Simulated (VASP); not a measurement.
# W (I4/mmm) in VASP: further runs, part 2 of 2

VASP 6.6.1.

**4. Single point, r2SCAN**

Contents of POSCAR:

```
W
1.0
   -1.4635426204      1.4635426204      1.9026054066
    1.4635426204     -1.4635426204      1.9026054066
    1.4635426204      1.4635426204     -1.9026054066
W
1
Direct
    0.0000000000      0.0000000000      0.0000000000
```

Contents of INCAR.step1:

```
PREC     = Accurate       # precision mode
ENCUT    = 520            # plane-wave cutoff, eV
ISMEAR   = 0              # smearing method
SIGMA    = 0.15           # smearing width, eV
LREAL    = F              # projectors in reciprocal space
LASPH    = T              # aspherical terms in the spheres
NELM     = 60             # most SCF steps
NBANDS   = 13             # bands
GGA      = PE             # functional
ALGO     = Normal         # electronic algorithm
EDIFF    = 1E-4           # SCF threshold, eV
LWAVE    = T              # write WAVECAR
LCHARG   = F              # write CHGCAR
```

Contents of INCAR.step2:

```
PREC     = Accurate       # precision mode
ENCUT    = 520            # plane-wave cutoff, eV
EDIFF    = 1E-6           # SCF threshold, eV
ISMEAR   = 0              # smearing method
SIGMA    = 0.15           # smearing width, eV
LREAL    = F              # projectors in reciprocal space
LASPH    = T              # aspherical terms in the spheres
NELM     = 60             # most SCF steps
ALGO     = Normal         # electronic algorithm
ISIF     = 2              # what is computed and relaxed
LWAVE    = F              # write WAVECAR
LCHARG   = T              # write CHGCAR
METAGGA  = R2SCAN         # meta-GGA
LMIXTAU  = T            
LELF     = T              # ELF
LVHAR    = T            
NBANDS   = 13             # bands
ISTART   = 1
```

Contents of KPOINTS:

```
regular mesh
0
Gamma
  24 24 24
```

Potentials or basis: VASP PAW PBE potentials, release 64 (W_sv).

Started as:

```console
cat potpaw_PBE.64/W_sv/POTCAR > POTCAR
cp INCAR.step1 INCAR
mpirun -np 1 vasp_std > vasp.out
cp INCAR.step2 INCAR
mpirun -np 1 vasp_std > vasp.out
```

OUTCAR:

```text
PREC = Accurate
   ENCUT = 520
   EDIFF = 1E-6
   ISMEAR = 0
   LREAL = F
   LASPH = T
   NELM = 60
   ISIF = 2
   METAGGA = R2SCAN
   ISTART = 1

 ion  position               nearest neighbor table
   1  0.000  0.000  0.000-

  LATTYP: Found a body centered tetragonal cell.
 ALAT       =     2.9270852408
 C/A-ratio  =     1.3000000001

  Lattice vectors:

 A1 = (  -1.4635426204,   1.4635426204,   1.9026054066)
 A2 = (   1.4635426204,  -1.4635426204,   1.9026054066)
 A3 = (   1.4635426204,   1.4635426204,  -1.9026054066)

Analysis of symmetry for initial positions (statically):
=====================================================================
 Subroutine PRICEL returns:
 Original cell was already a primitive cell.

 Routine SETGRP: Setting up the symmetry group for a
 body centered tetragonal supercell.

 Subroutine GETGRP returns: Found 16 space group operations
 (whereof 16 operations were pure point group operations)
 out of a pool of 16 trial point group operations.

The static configuration has the point symmetry D_4h.

Analysis of symmetry for dynamics (positions and initial velocities):
=====================================================================
 Subroutine PRICEL returns:
 Original cell was already a primitive cell.

 Routine SETGRP: Setting up the symmetry group for a
 body centered tetragonal supercell.

 Subroutine GETGRP returns: Found 16 space group operations
 (whereof 16 operations were pure point group operations)
 out of a pool of 16 trial point group operations.

The dynamic configuration has the point symmetry D_4h.

 Subroutine INISYM returns: Found 16 space group operations
 (whereof 16 operations are pure point group operations),
 and found     1 'primitive' translations

----------------------------------------------------------------------------------------

                                     Primitive cell

  volume of cell :      16.3012
[... 109 lines left out ...]
  Fermi-wavevector in a.u.,A,eV,Ry     =   1.556125  2.940649 32.946829  2.421524
  Thomas-Fermi vector in A             =   2.659966
   LORBIT       =      0    0 simple, 1 ext, 2 COOP (PROOUT), +10 PAW based schemes
   METAGGA = R2SCAN    functional components
   LHFCALC =     F    Hartree Fock is set to
   AEXX    =    0.0000 exact exchange contribution
   IVDW    =     0    specifies the selected vdW correction
   LEPSILON=     F    determine dielectric tensor
   LRPA    =     F    only Hartree local field effects (RPA)
 non-spin polarized calculation
 Gauss-broadening in eV      SIGMA  =   0.15
  energy-cutoff  :      520.00
  volume of cell :       16.30
 maximum number of plane-waves:       455
 NGX is ok and might be reduce to    24
   NGX = 11   NGY = 11   NGZ = 11

 number of electron      14.0000001 magnetization

 Free energy of the ion-electron system (eV)
  ---------------------------------------------------
  ext. energy  EPLUGINS =         0.00000000
  ---------------------------------------------------
  free energy    TOTEN  =       -50.89361537 eV

  energy without entropy =      -50.88335684  energy(sigma->0) =      -50.88848610

 E-fermi :  10.6425     XC(G=0): -14.7720

 val. band max:       10.6423870608   @ k =   0.4583   0.0417   0.0417
 cond. band min:      10.6429834266   @ k =  -0.2083   0.4167   0.1250
 fundamental gap:      0.0005963658
 Fermi energy:        10.6424765127

 k-point     1 :       0.0000    0.0000    0.0000
  band No.  band energies     occupation
      1     -65.1934      2.00000
      2     -28.1258      2.00000
      3     -28.1258      2.00000
      4     -28.0883      2.00000
      5       0.9185      2.00000
      6       9.4769      2.00000
      7       9.4769      2.00000
      8      10.7294      0.41228
      9      12.3241      0.00000
     10      13.9895      0.00000
     11      23.9259      0.00000
     12      28.5080      0.00000
     13      28.5080      0.00000
[... 354 lines left out ...]
  band No.  band energies     occupation
      1     -65.0681      2.00000
      2     -29.3530      2.00000
      3     -28.3739      2.00000
      4     -28.2017      2.00000
      5       4.5644      2.00000
      6       8.9412      2.00000
      7      10.4521      1.92740
      8      10.7646      0.24951
      9      15.2802      0.00000
     10      16.2022      0.00000
     11      21.4223      0.00000
     12      23.6373      0.00000
     13      29.6669      0.00000

 [... further k-points ...]
[... 5 lines left out ...]
  --------------------------------------------------------------------------------------
  -------------------------------------------------------------------------------------
  Total        0.8584594      0.8584594     -1.9827289      0.0000000      0.0000000      0.0000000
  in kB       84.3744358     84.3744358   -194.8742473      0.0000000      0.0000000      0.0000000
  external PRESSURE =      -8.7084586 kB  Pullay stress =       0.0000000 kB

 VOLUME and BASIS-vectors are now :
 -----------------------------------------------------------------------------
  energy-cutoff  :      520.00
  volume of cell :       16.30
      direct lattice vectors                 reciprocal lattice vectors
    -1.463542620  1.463542620  1.902605407     0.000000000  0.341636788  0.262797529
     1.463542620 -1.463542620  1.902605407     0.341636788  0.000000000  0.262797529
     1.463542620  1.463542620 -1.902605407     0.341636788  0.341636788  0.000000000

 POSITION                                       TOTAL-FORCE (eV/Angst)
 -----------------------------------------------------------------------------------
      0.00000      0.00000      0.00000         0.000000      0.000000      0.000000
 -----------------------------------------------------------------------------------
    total drift:                                0.000000      0.000000     -0.000000

  FREE ENERGIE OF THE ION-ELECTRON SYSTEM (eV)
  ---------------------------------------------------
  free  energy   TOTEN  =       -50.8936153715 eV

  energy  without entropy=      -50.8833568362  energy(sigma->0) =      -50.88848610
```

OUTCAR.step1:

```text
PREC = Accurate
   ENCUT = 520
   ISMEAR = 0
   LREAL = F
   LASPH = T
[... 601 lines left out ...]

 POSITION                                       TOTAL-FORCE (eV/Angst)
 -----------------------------------------------------------------------------------
      0.00000      0.00000      0.00000         0.000000      0.000000      0.000000
 -----------------------------------------------------------------------------------
    total drift:                               -0.000000      0.000000      0.000000

  FREE ENERGIE OF THE ION-ELECTRON SYSTEM (eV)
  ---------------------------------------------------
  free  energy   TOTEN  =       -12.5491575876 eV

  energy  without entropy=      -12.5380766572  energy(sigma->0) =      -12.54361712
```

It took 9.1 min on 1 thread of AMD EPYC 9R45 (Zen 5), shared host; peak memory 0.29 GiB.

Results:

| Item | Value |
| --- | --- |
| Free energy | -50.8936 eV |
| Pressure | -0.9 GPa |
| Band gap on the k mesh | zero (bands 7 and 8 overlap by 4.79 eV) |

Levels at points of the mesh, in eV from the Fermi level:
| k point | band 3 | band 4 | band 5 | band 6 | band 7 | band 8 | band 9 | band 10 | band 11 | band 12 |
| --- | --- | --- | --- | --- | --- | --- | --- | --- | --- | --- |
| (0.00, 0.00, 0.00) | -38.77 | -38.73 | -9.72 | -1.17 | -1.17 | 0.09 | 1.68 | 3.35 | 13.28 | 17.87 |
| (0.50, 0.00, 0.00) | -39.01 | -38.84 | -6.15 | -1.68 | -0.19 | 0.29 | 4.70 | 5.46 | 10.78 | 12.74 |
| (0.50, 0.50, 0.00) | -39.22 | -39.06 | -6.03 | -4.92 | 2.26 | 5.01 | 5.20 | 6.26 | 12.01 | 13.02 |
| (0.50, 0.50, 0.50) | -39.33 | -39.33 | -5.87 | -5.14 | 4.07 | 5.05 | 5.77 | 5.77 | 11.22 | 11.22 |

Caveat: the PAW data sets were made with another functional, which shifts forces and pressure a little; spin-orbit coupling is left out, which moves the levels of the heavy elements.

**5. The runs side by side**

```csv
cell,gap on the mesh (eV),pressure (GPa)
"a = 2.788 Å, angles 114.7, 114.7, 99.4°, 1 atom",none,-2.5
"a = 2.802 Å, angles 103.5, 103.5, 122.2°, 1 atom",none,2.7
"a = 2.811 Å, angles 117.3, 117.3, 94.8°, 1 atom",none,-0.9
```

Alike in all rows: task single point; level r2SCAN; potentials or basis VASP PAW PBE potentials, release 64 (W_sv); no spin polarisation; k mesh 24 × 24 × 24; cutoff (eV) 520; smearing gaussian 0.15 eV.

Caveats: the PAW data sets were made with another functional, which shifts forces and pressure a little; spin-orbit coupling is left out, which moves the levels of the heavy elements.

Total energies depend on the potentials used, so only differences within one code and one set of settings carry meaning.
